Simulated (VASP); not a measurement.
# Si53S (a cell with a defect) in VASP: single point with PBE

Aim: the single point of Si53S (a cell with a defect) with PBE.

All numbers are computed with VASP 6.6.1; they aren't measurements. Logs are shortened: lines on timing, memory, paths and dates and some standing lists are left out, and cuts for length are marked.

## 1. The cell of the first run

The cell holds a defect, 54 atoms: a = 11.520 Å, b = 11.520 Å, c = 11.520 Å, α = 60.00°, β = 60.00°, γ = 60.00°.

## 2. Single point, PBE

The input, INCAR:

```
  PREC = Accurate
  ENCUT = 520
  EDIFF = 1E-7
  ISMEAR = -1
  SIGMA = 0.01
  LREAL = Auto
  LASPH = T
  NELM = 80
  ALGO = Normal
  ISIF = 2
  LWAVE = F
  LCHARG = T
  GGA = PE
  LELF = T
  LVHAR = T
  NBANDS = 142
  NELECT = 216.0
```

The input, KPOINTS:

```
regular mesh
0
Gamma
  3 3 3
```

The input, POSCAR:

```
Si53S
1.0
    0.0000000000      8.1460500000      8.1460500000
    8.1460500000      0.0000000000      8.1460500000
    8.1460500000      8.1460500000      0.0000000000
S Si
1 53
Direct
    0.0000000000      0.0000000000      0.0000000000
   -0.0022684593     -0.0022684593      0.3366400383
   -0.0022684593     -0.0022684593      0.6678968802
   -0.0022684593      0.3366400383     -0.0022684593
   -0.0012234478      0.3337411493      0.3337411493
   -0.0022684593      0.3366400383      0.6678968802
   -0.0022684593      0.6678968802     -0.0022684593
   -0.0022684593      0.6678968802      0.3366400383
   -0.0008368507      0.6669456169      0.6669456169
    0.3366400383     -0.0022684593     -0.0022684593
    0.3337411493     -0.0012234478      0.3337411493
    0.3366400383     -0.0022684593      0.6678968802
    0.3337411493      0.3337411493     -0.0012234478
    0.3337411493      0.3337411493      0.3337411493
    0.3339454539      0.3339454539      0.6660545461
    0.3366400383      0.6678968802     -0.0022684593
    0.3339454539      0.6660545461      0.3339454539
    0.3339454539      0.6660545461      0.6660545461
    0.6678968802     -0.0022684593     -0.0022684593
    0.6678968802     -0.0022684593      0.3366400383
    0.6669456169     -0.0008368507      0.6669456169
    0.6678968802      0.3366400383     -0.0022684593
    0.6660545461      0.3339454539      0.3339454539
    0.6660545461      0.3339454539      0.6660545461
    0.6669456169      0.6669456169     -0.0008368507
    0.6660545461      0.6660545461      0.3339454539
    0.6669456169      0.6669456169      0.6669456169
    0.0862517267      0.0862517267      0.0862517267
    0.0845493826      0.0845493826      0.4154506174
    0.0862517267      0.0862517267      0.7412448199
    0.0845493826      0.4154506174      0.0845493826
    0.0845493826      0.4154506174      0.4154506174
    0.0849057844      0.4175935831      0.7487503163
    0.0862517267      0.7412448199      0.0862517267
    0.0849057844      0.7487503163      0.4175935831
    0.0849057844      0.7487503163      0.7487503163
    0.4154506174      0.0845493826      0.0845493826
    0.4154506174      0.0845493826      0.4154506174
    0.4175935831      0.0849057844      0.7487503163
    0.4154506174      0.4154506174      0.0845493826
    0.4168115246      0.4168115246      0.4168115246
    0.4168115246      0.4168115246      0.7495654263
    0.4175935831      0.7487503163      0.0849057844
    0.4168115246      0.7495654263      0.4168115246
    0.4175935831      0.7487503163      0.7487503163
    0.7412448199      0.0862517267      0.0862517267
    0.7487503163      0.0849057844      0.4175935831
    0.7487503163      0.0849057844      0.7487503163
    0.7487503163      0.4175935831      0.0849057844
    0.7495654263      0.4168115246      0.4168115246
    0.7487503163      0.4175935831      0.7487503163
    0.7487503163      0.7487503163      0.0849057844
    0.7487503163      0.7487503163      0.4175935831
    0.7500000000      0.7500000000      0.7500000000
```

Potentials or basis: VASP PAW PBE potentials, release 64 (S, Si).

On the command line:

```sh
> cat potpaw_PBE.64/S/POTCAR potpaw_PBE.64/Si/POTCAR > POTCAR
> mpirun -np 1 vasp_std > vasp.out
```

OUTCAR:

```text
PREC = Accurate
   ENCUT = 520
   EDIFF = 1E-7
   ISMEAR = -1
   LREAL = Auto
   LASPH = T
   NELM = 80
   ISIF = 2
   GGA = PE
   NELECT = 216.0

 ion  position               nearest neighbor table
   1  0.000  0.000  0.000-  28 2.43  30 2.43  34 2.43  46 2.43
   2  0.998  0.998  0.337-  35 2.34  47 2.34  28 2.36  29 2.38
   3  0.998  0.998  0.668-  36 2.34  48 2.34  30 2.36  29 2.38
   4  0.998  0.337  0.998-  33 2.34  49 2.34  28 2.36  31 2.38
   5  0.999  0.334  0.334-  32 2.34  29 2.34  31 2.34  50 2.34
   6  0.998  0.337  0.668-  51 2.34  33 2.34  30 2.36  32 2.38
[... 46 lines left out ...]
  53  0.749  0.749  0.418-   8 2.34  20 2.34  26 2.34  27 2.35
  54  0.750  0.750  0.750-  27 2.34  21 2.34  25 2.34   9 2.34

  LATTYP: Found a face centered cubic cell.
 ALAT       =    16.2921000000

  Lattice vectors:

 A1 = (   0.0000000000,   8.1460500000,   8.1460500000)
 A2 = (   8.1460500000,   0.0000000000,   8.1460500000)
 A3 = (   8.1460500000,   8.1460500000,   0.0000000000)

Analysis of symmetry for initial positions (statically):
=====================================================================
 Subroutine PRICEL returns:
 Original cell was already a primitive cell.

 Routine SETGRP: Setting up the symmetry group for a
 face centered cubic supercell.

 Subroutine GETGRP returns: Found 24 space group operations
 (whereof 24 operations were pure point group operations)
 out of a pool of 48 trial point group operations.

The static configuration has the point symmetry T_d .

Analysis of symmetry for dynamics (positions and initial velocities):
=====================================================================
 Subroutine PRICEL returns:
 Original cell was already a primitive cell.

 Routine SETGRP: Setting up the symmetry group for a
 face centered cubic supercell.

 Subroutine GETGRP returns: Found 24 space group operations
 (whereof 24 operations were pure point group operations)
 out of a pool of 48 trial point group operations.

The dynamic configuration has the point symmetry T_d .

 Subroutine INISYM returns: Found 24 space group operations
 (whereof 24 operations are pure point group operations),
 and found     1 'primitive' translations

----------------------------------------------------------------------------------------

                                     Primitive cell

  volume of cell :    1081.1133

  direct lattice vectors                    reciprocal lattice vectors
     0.000000000  8.146050000  8.146050000    -0.061379442  0.061379442  0.061379442
     8.146050000  0.000000000  8.146050000     0.061379442 -0.061379442  0.061379442
     8.146050000  8.146050000  0.000000000     0.061379442  0.061379442 -0.061379442

  length of vectors
    11.520254390 11.520254390 11.520254390     0.106312311  0.106312311  0.106312311

  position of ions in fractional coordinates (direct lattice)
     0.000000000  0.000000000  0.000000000
     0.997731541  0.997731541  0.336640038
     0.997731541  0.997731541  0.667896880
     0.997731541  0.336640038  0.997731541
     0.998776552  0.333741149  0.333741149
     0.997731541  0.336640038  0.667896880
[... 46 lines left out ...]
     0.748750316  0.748750316  0.417593583
     0.750000000  0.750000000  0.750000000

  ion indices of the primitive-cell ions
   primitive index   ion index
                 1           1
                 2           2
                 3           3
                 4           4
                 5           5
                 6           6
[... 46 lines left out ...]
                53          53
                54          54

----------------------------------------------------------------------------------------

 KPOINTS: regular mesh

Automatic generation of k-mesh.
 Grid dimensions read from file:
 generate k-points for:    3    3    3

 Generating k-lattice:

  Cartesian coordinates                     Fractional coordinates (reciprocal lattice)
    -0.020459814  0.020459814  0.020459814     0.333333333  0.000000000  0.000000000
     0.020459814 -0.020459814  0.020459814     0.000000000  0.333333333  0.000000000
     0.020459814  0.020459814 -0.020459814     0.000000000  0.000000000  0.333333333

  Length of vectors
     0.035437437  0.035437437  0.035437437

  Shift w.r.t. Gamma in fractional coordinates (k-lattice)
     0.000000000  0.000000000  0.000000000

 Subroutine IBZKPT returns following result:
 ===========================================

 Found      4 irreducible k-points:

 Following reciprocal coordinates:
            Coordinates               Weight
  0.000000  0.000000  0.000000      1.000000
  0.333333  0.000000  0.000000      8.000000
  0.333333  0.333333  0.000000      6.000000
 -0.333333  0.333333  0.000000     12.000000
   k-points           NKPTS =      4   k-points in BZ     NKDIM =      4   number of bands    NBANDS=    142
   number of dos      NEDOS =    301   number of ions     NIONS =     54
   total plane-waves  NPLWV = 729000
   dimension x,y,z NGX =    90 NGY =   90 NGZ =   90
   dimension x,y,z NGXF=   180 NGYF=  180 NGZF=  180
   ions per type =               1  53
   NGX,Y,Z   is equivalent  to a cutoff of  12.99, 12.99, 12.99 a.u.
   NGXF,Y,Z  is equivalent  to a cutoff of  25.98, 25.98, 25.98 a.u.
 SYSTEM =  unknown system
   PREC   = accura    normal or accurate (medium, high low for compatibility)
   ISTART =      0    job   : 0-new  1-cont  2-samecut
   ICHARG =      2    charge: 1-file 2-atom 10-const
   ISPIN  =      1    spin polarized calculation?
   LNONCOLLINEAR =      F non collinear calculations
   LSORBIT =      F    spin-orbit coupling
   LASPH  =      T    aspherical Exc in radial PAW
   ENCUT  =  520.0 eV  38.22 Ry    6.18 a.u.  21.42 21.42 21.42*2*pi/ulx,y,z
   NELM   =     80;   NELMIN=  2; NELMDL= -5     # of ELM steps
   EDIFF  = 0.1E-06   stopping-criterion for ELM
   LREAL  =      T    real-space projection
   EDIFFG = 0.1E-05   stopping-criterion for IOM
   NSW    =      0    number of steps for IOM
   IBRION =     -1    ionic relax: 0-MD 1-quasi-New 2-CG
   NFREE  =      0    steps in history (QN), initial steepest desc. (CG)
   ISIF   =      2    stress and relaxation
   ISYM   =      2    0-nonsym 1-usesym 2-fastsym
   POTIM  = 0.5000    time-step for ionic-motion
   TEBEG  =    0.0;   TEEND  =   0.0 temperature during run
   PSTRESS=    0.0 pullay stress
   NELECT =     216.0000    total number of electrons
   NUPDOWN=      -1.0000    fix difference up-down
   EMIN   =  10.00;   EMAX   =-10.00  energy-range for DOS
   EFERMI =   0.00;   METHOD = LEGACY
   ISMEAR =    -1;   SIGMA  =   0.01  broadening in eV -4-tet -1-fermi 0-gaus
   EFERMI_NEDOS =   21; number of points for ismear=-14 and -15
   IALGO  =     38    algorithm
   IMIX   =      4    mixing-type and parameters
     AMIX     =   0.40;   BMIX     =  1.00
     AMIX_MAG =   1.60;   BMIX_MAG =  1.00
  volume/ion in A,a.u.               =      20.02       135.11
  Fermi-wavevector in a.u.,A,eV,Ry     =   0.957052  1.808567 12.462245  0.915949
  Thomas-Fermi vector in A             =   2.086036
   LORBIT       =      0    0 simple, 1 ext, 2 COOP (PROOUT), +10 PAW based schemes
   GGA     = PE    functional components
   LHFCALC =     F    Hartree Fock is set to
   AEXX    =    0.0000 exact exchange contribution
   IVDW    =     0    specifies the selected vdW correction
   LEPSILON=     F    determine dielectric tensor
   LRPA    =     F    only Hartree local field effects (RPA)
 non-spin polarized calculation
  energy-cutoff  :      520.00
  volume of cell :     1081.11
 maximum number of plane-waves:     29126
 NGX is ok and might be reduce to    90
   NGX = 43   NGY = 43   NGZ = 43

 number of electron     216.0000003 magnetization

 Free energy of the ion-electron system (eV)
  ---------------------------------------------------
  ext. energy  EPLUGINS =         0.00000000
  ---------------------------------------------------
  free energy    TOTEN  =      -302.82215662 eV

  energy without entropy =     -302.82074214  energy(sigma->0) =     -302.82144938

 E-fermi :   5.7730     XC(G=0):  -9.3764

 val. band max:        5.7661030308   @ k =   0.0000   0.0000   0.0000
 cond. band min:       6.0407454192   @ k =   0.3333   0.0000   0.0000
 fundamental gap:      0.2746423884
 Fermi energy:         5.7730344980

 k-point     1 :       0.0000    0.0000    0.0000
  band No.  band energies     occupation
      1      -9.1223      2.00000
      2      -5.9944      2.00000
      3      -4.8020      2.00000
      4      -4.8020      2.00000
      5      -4.8020      2.00000
      6      -4.7196      2.00000
[... 112 lines left out ...]
    119       7.3837      0.00000
    120       7.3837      0.00000

 k-point     2 :       0.3333    0.0000    0.0000
  band No.  band energies     occupation
      1      -9.1220      2.00000
      2      -5.8562      2.00000
      3      -5.4078      2.00000
      4      -4.8989      2.00000
      5      -4.8989      2.00000
      6      -4.7479      2.00000
[... 112 lines left out ...]
    119       7.5157      0.00000
    120       7.7359      0.00000

 k-point     3 :       0.3333    0.3333    0.0000
  band No.  band energies     occupation
      1      -9.1219      2.00000
      2      -5.8083      2.00000
      3      -5.2107      2.00000
      4      -5.1361      2.00000
      5      -5.1361      2.00000
      6      -5.0992      2.00000
[... 112 lines left out ...]
    119       7.6879      0.00000
    120       7.7847      0.00000

 k-point     4 :      -0.3333    0.3333    0.0000
  band No.  band energies     occupation
      1      -9.1218      2.00000
      2      -5.6319      2.00000
      3      -5.5263      2.00000
      4      -5.3613      2.00000
      5      -5.0781      2.00000
      6      -4.9129      2.00000
[... 112 lines left out ...]
    119       7.8898      0.00000
    120       7.9568      0.00000
 [bands above 120 left out]

------------------------ aborting loop because EDIFF is reached ----------------------------------------

  FORCE on cell =-STRESS in cart. coord.  units (eV):
  Direction    XX          YY          ZZ          XY          YZ          ZX
  --------------------------------------------------------------------------------------
  -------------------------------------------------------------------------------------
  Total       -6.9727454     -6.9727454     -6.9727454      0.0000000     -0.0000000      0.0000000
  in kB      -10.3333986    -10.3333986    -10.3333986      0.0000000     -0.0000000      0.0000000
  external PRESSURE =     -10.3333986 kB  Pullay stress =       0.0000000 kB

 VOLUME and BASIS-vectors are now :
 -----------------------------------------------------------------------------
  energy-cutoff  :      520.00
  volume of cell :     1081.11
      direct lattice vectors                 reciprocal lattice vectors
     0.000000000  8.146050000  8.146050000    -0.061379442  0.061379442  0.061379442
     8.146050000  0.000000000  8.146050000     0.061379442 -0.061379442  0.061379442
     8.146050000  8.146050000  0.000000000     0.061379442  0.061379442 -0.061379442

 POSITION                                       TOTAL-FORCE (eV/Angst)
 -----------------------------------------------------------------------------------
      0.00000      0.00000      0.00000         0.000000      0.000000      0.000000
     10.86986     10.86986     16.25514         0.002054      0.002054      0.000145
     13.56829     13.56829     16.25514        -0.002054     -0.002054      0.000145
     10.86986     16.25514     10.86986         0.002054      0.000145      0.002054
      5.43734     10.85476     10.85476        -0.000786      0.000786      0.000786
      8.18301     13.56829     10.86986        -0.000145     -0.002054      0.002054
[... 46 lines left out ...]
      9.50110      9.50110     12.19872         0.000211      0.000211      0.000234
     12.21908     12.21908     12.21908         0.000000      0.000000      0.000000
 -----------------------------------------------------------------------------------
    total drift:                               -0.000000     -0.000000      0.000000

  FREE ENERGIE OF THE ION-ELECTRON SYSTEM (eV)
  ---------------------------------------------------
  free  energy   TOTEN  =      -302.8221566155 eV

  energy  without entropy=     -302.8207421366  energy(sigma->0) =     -302.82144938
```

Run time: 52 min. Hardware: 1 thread of Oxide Virtual Turin-like, shared host; peak memory 1.4 GiB.

Results:

* Free energy: -302.8222 eV
* Largest force: 0.004 eV/Å

Forces in eV/Å, atoms in the order of the input:
```
S    0.000  0.000  0.000
Si   0.002  0.002  0.000
Si  -0.002 -0.002  0.000
Si   0.002  0.000  0.002
Si  -0.001  0.001  0.001
Si   0.000 -0.002  0.002
Si  -0.002  0.000 -0.002
Si   0.000  0.002 -0.002
Si   0.000  0.000  0.000
Si   0.000  0.002  0.002
Si   0.001 -0.001  0.001
Si  -0.002  0.000  0.002
Si   0.001  0.001 -0.001
Si  -0.001 -0.001 -0.001
Si   0.000  0.000  0.002
Si  -0.002  0.002  0.000
Si   0.000  0.002  0.000
Si  -0.002  0.000  0.000
Si   0.000 -0.002 -0.002
Si   0.002  0.000 -0.002
Si   0.000  0.000  0.000
Si   0.002 -0.002  0.000
Si   0.002  0.000  0.000
Si   0.000 -0.002  0.000
Si   0.000  0.000  0.000
Si   0.000  0.000 -0.002
Si   0.000  0.000  0.000
Si   0.002  0.002  0.002
Si   0.000  0.000 -0.002
Si  -0.002 -0.002  0.002
Si   0.000 -0.002  0.000
Si   0.002  0.000  0.000
Si   0.000  0.000  0.000
Si  -0.002  0.002 -0.002
Si   0.000  0.000  0.000
Si   0.000  0.000  0.000
Si  -0.002  0.000  0.000
Si   0.000  0.002  0.000
Si   0.000  0.000  0.000
Si   0.000  0.000  0.002
Si  -0.002 -0.002 -0.002
Si   0.002  0.002 -0.002
Si   0.000  0.000  0.000
Si   0.002 -0.002  0.002
Si   0.000  0.000  0.000
Si   0.002 -0.002 -0.002
Si   0.000  0.000  0.000
Si   0.000  0.000  0.000
Si   0.000  0.000  0.000
Si  -0.002  0.002  0.002
Si   0.000  0.000  0.000
Si   0.000  0.000  0.000
Si   0.000  0.000  0.000
Si   0.000  0.000  0.000
```

Caveat: the cell carries a net charge on a neutralising background, which shifts energy and pressure; the cell is charged against a uniform background, so pressure and absolute levels hang on convention.
